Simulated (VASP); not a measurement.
Wanted: the native input for a VASP 6.6.1 run.

| Item | Value |
| --- | --- |
| Task | single point |
| Functional | PBE |
| Potentials or basis | VASP PAW PBE potentials, release 64 (Na_pv, Ge_d, F) |
| Cutoff | 520 eV |
| k mesh | 6 × 6 × 6 |
| Occupations | fermi-dirac, width 0.02 eV |
| Spin | no spin polarisation |
| Dipole correction | no |
| Further INCAR settings | ALGO = Normal; EDIFF = 1e-07; NBANDS = 29 |

The structure of NaGeF3 lies in POSCAR:

```
NaGeF3
1.0
    4.4345959620      0.0000000000      0.0000000000
    0.0000000000      4.4345959620      0.0000000000
    0.0000000000      0.0000000000      4.3021323748
Na Ge F
1 1 3
Direct
    0.0000000000      0.0000000000      0.0000000000
    0.5000000000      0.5000000000      0.5000000000
    0.5000000000      0.5000000000      0.0000000000
    0.5000000000      0.0000000000      0.5000000000
    0.0000000000      0.5000000000      0.5000000000
```

This cell differs from its parent crystal: epitaxial xy strain +2.0%.

The input as run:

INCAR

```
SYSTEM = NaGeF3
PREC = Accurate
ENCUT = 520
EDIFF = 1E-7
ISMEAR = -1
SIGMA = 0.02
LREAL = .FALSE.
LASPH = .TRUE.
NELM = 100
ALGO = Normal
ISIF = 2
LWAVE = .FALSE.
LCHARG = .FALSE.
GGA = PE
NBANDS = 29
```

KPOINTS

```
Automatic mesh
0
G
  6 6 6
  0 0 0
```

Potentials or basis: VASP PAW PBE potentials, release 64 (Na_pv, Ge_d, F).

The run is started by

```sh
$ cat potpaw_PBE.64/Na_pv/POTCAR potpaw_PBE.64/Ge_d/POTCAR potpaw_PBE.64/F/POTCAR > POTCAR
$ mpirun -np 1 vasp_std > vasp.out
```

It gave:

```json
{"Pressure": "0.4 GPa", "Band gap on the k mesh": "1.51 eV, indirect (least direct gap 1.92 eV)"}
```

Caveat: the cell differs from its parent crystal (epitaxial xy strain +2.0%).

Run time: 32 s on 1 thread of Intel(R) Xeon(R) 6975P-C (Granite Rapids) (shared host), peak memory 0.24 GiB.
